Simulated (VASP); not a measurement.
# AgH16O8F: single point with PBEsol

The system is AgH16O8F.

```
O H Ag F
1.0
     6.34629    0.00000    0.00000
     0.00000    6.34629    0.00000
     0.00000    0.00000    6.34629
O H Ag F
8 16 1 1
Direct
  0.63322 0.34901 0.43700
  0.53800 0.79456 0.66978
  0.64430 0.14880 0.88486
  0.15329 0.28108 0.98134
  0.19547 0.04710 0.36442
  0.50414 0.75041 0.27213
  0.81990 0.04020 0.22668
  0.86217 0.53036 0.68776
  0.56750 0.48463 0.38550
  0.75720 0.38785 0.51603
  0.49183 0.81057 0.52253
  0.43756 0.71711 0.75776
  0.67836 0.26285 0.78410
  0.61261 0.02865 0.78411
  0.23749 0.41798 0.97129
  0.20120 0.18893 0.09677
  0.04473 0.02799 0.28996
  0.29354 0.92451 0.31458
  0.44331 0.71658 0.12807
  0.63847 0.83885 0.24313
  0.74158 0.13777 0.31834
  0.75742 0.08673 0.08413
  0.73925 0.63180 0.71179
  0.95486 0.54980 0.80601
  0.26031 0.15456 0.68456
  0.31250 0.65252 0.96037
```

```
Program             : VASP 6.6.1
Task                : single point
Functional          : PBEsol
Potentials or basis : VASP PAW PBE potentials, release 64 (O, H, Ag, F)
Cutoff              : 520 eV
k mesh              : 1 × 1 × 1
Occupations         : fermi-dirac, width 0.02 eV
Spin                : no spin polarisation
```

```yaml
Pressure: 0.3 GPa
Largest_force: 2.254 eV/Å
```

Forces on the atoms (eV/Å):
```
O   -1.896 -0.491 -1.116
O    1.196  1.021  0.226
O   -0.387 -0.260 -1.312
O    0.171  0.234 -0.815
O    0.366 -1.368 -1.337
O    1.280  0.927  0.081
O   -0.316 -0.917 -0.629
O   -0.685  0.551  0.377
H    0.550 -0.635  0.036
H    0.991  0.792  0.652
H   -0.081 -0.624 -0.346
H   -1.144 -0.272  0.892
H    0.334  0.228  0.582
H    0.051 -0.210  0.623
H   -0.050 -0.014  0.695
H    0.238  0.449  0.393
H    0.554  0.198  0.969
H   -0.760  1.158  0.575
H   -0.682 -0.450 -0.348
H   -0.710 -0.440  0.386
H   -0.249  0.869  0.578
H    0.637  0.010 -0.167
H    0.534 -0.146 -0.592
H    0.684 -0.094  0.549
Ag  -0.564 -0.065 -0.383
F   -0.059 -0.452 -0.573
```

Stress tensor (GPa, compression positive):
```
 0.01  1.12  0.90
 1.12 -1.52  0.95
 0.90  0.95  2.31
```

Levels at points of the mesh, in eV from the Fermi level:
```
           k point  band 37  band 38  band 39  band 40  band 41  band 42  band 43  band 44  band 45  band 46
(0.00, 0.00, 0.00)    -1.61    -1.54    -1.36    -0.85    -0.56     2.91     6.02     6.37     6.85     7.29
```

Wall time 16 s on 1 thread of Intel(R) Xeon(R) 6975P-C (Granite Rapids), with other jobs on the host, peak memory 0.31 GiB.

Caveat: the k points lie up to 0.99 Å⁻¹ apart; the atoms stand as in a frame of molecular dynamics; the PAW data sets were made with another functional, which shifts forces and pressure a little.
